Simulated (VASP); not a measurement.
A run of VASP 6.6.1 is set up as follows.

The input INCAR:

```
SYSTEM = BN
PREC = Accurate ; ENCUT = 520
EDIFF = 1E-6 ; ISMEAR = 0
SIGMA = 0.05 ; LREAL = .False.
LASPH = .True. ; NELM = 80
ALGO = Normal ; ISIF = 2
LWAVE = .False. ; LCHARG = .False.
NBANDS = 16
```

File KPOINTS:

```
Automatic mesh
0
Gamma
  12 12 4
  0 0 0
```

File POSCAR:

```
BN
1.0
    2.4479325605      0.0000000000      0.0000000000
   -1.2239662803      2.1199717842      0.0000000000
    0.0000000000      0.0000000000      6.3897665594
B N
2 2
Direct
    0.3333333333      0.6666666667      0.2500000000
    0.6666666667      0.3333333333      0.7500000000
    0.3333333333      0.6666666667      0.7500000000
    0.6666666667      0.3333333333      0.2500000000
```

Potentials or basis: VASP PAW LDA potentials, release 64 (B, N).

Launch:

```sh
$ cat potpaw_LDA.64/B/POTCAR potpaw_LDA.64/N/POTCAR > POTCAR
$ mpirun -np 1 vasp_std > vasp.out
```

(1) What does it give for the pressure?

(2) Predict the band gap on the k mesh.

Results:

(1) 14.5 GPa.

(2) 4.09 eV, indirect (least direct gap 4.53 eV).
